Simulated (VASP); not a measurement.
Wanted: the native input for a VASP 6.6.1 run.

* Task: single point
* Functional: PBE
* Potentials or basis: VASP PAW PBE potentials, release 64 (Sb)
* Cutoff: 520 eV
* k mesh: 10 × 10 × 10
* Occupations: gaussian, width 0.023 eV
* Spin: no spin polarisation
* Dipole correction: no
* Further INCAR settings: ALGO = Normal; EDIFF = 1e-07; NBANDS = 8

The structure of Sb lies in POSCAR:

```
Sb
1.0
   -1.8713408863      1.8713408863      1.8713408863
    1.8713408863     -1.8713408863      1.8713408863
    1.8713408863      1.8713408863     -1.8713408863
Sb
1
Direct
    0.0000000000      0.0000000000      0.0000000000
```

The input as run:

INCAR

```
  PREC = Accurate
  ENCUT = 520
  EDIFF = 1E-7
  ISMEAR = 0
  SIGMA = 0.023
  LREAL = False
  LASPH = True
  NELM = 80
  ALGO = Normal
  ISIF = 2
  LWAVE = False
  LCHARG = False
  GGA = PE
  NBANDS = 8
```

KPOINTS

```
Automatic mesh
0
Gamma
  10 10 10
```

Potentials or basis: VASP PAW PBE potentials, release 64 (Sb).

Launch:

```sh
$ cat potpaw_PBE.64/Sb/POTCAR > POTCAR
$ mpirun -np 1 vasp_std > vasp.out
```

Results of the run:

| Property | Result |
| --- | --- |
| Pressure | 3.0 GPa |

Wall time 6.8 s on 1 thread of AMD EPYC 7R13 Processor (Zen 3), with other jobs on the host, peak memory 0.11 GiB.
